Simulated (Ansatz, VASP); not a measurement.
RuPt2: VASP beside Ansatz

```
Ru Pt
1.0
     2.77644    0.00000    0.00000
    -1.38822    2.40447    0.00000
     0.00000    0.00000   13.51521
Ru Pt
2 4
Direct
  0.00000 0.00000 0.25000
  0.00000 0.00000 0.75000
  0.33333 0.66667 0.08795
  0.66667 0.33333 0.58795
  0.33333 0.66667 0.41205
  0.66667 0.33333 0.91205
```

Change from the starting cell: species swapped into the TaSe2 type (P6_3/mmc, No. 194).

Alike in both runs: functional PBE; k mesh 18 × 18 × 4; occupations gaussian, width 0.1 eV; no spin polarisation.

Ansatz relaxed the structure, and its values are those at the end. VASP's run is a single point on that final structure, the one shown.

|  | VASP | Ansatz |
| --- | --- | --- |
| version | VASP 6.6.1 | Ansatz 0.2.0 |
| potentials or method | VASP PAW PBE potentials, release 64 (Ru_pv, Pt), cutoff 520 eV | scalar-relativistic, plane waves, PAW |
| valence electrons in the cell | 68 | 104 |

VASP gave:

* gap on the k mesh at the Fermi level (eV): none
* pressure (GPa): -0.4

**Question.** What did Ansatz give for the same quantities?

**Answer.** gap on the k mesh at the Fermi level (eV): none; pressure (GPa): 0.0.

A gap of «none» marks a metal or a gap that the smearing closes. With one functional, cell and mesh, what is left measures potentials, basis and numerics. VASP's potentials hold 68 valence electrons a cell and Ansatz's 104, so a difference there can come from the potentials and not from the codes.

Spin-orbit coupling is off throughout.
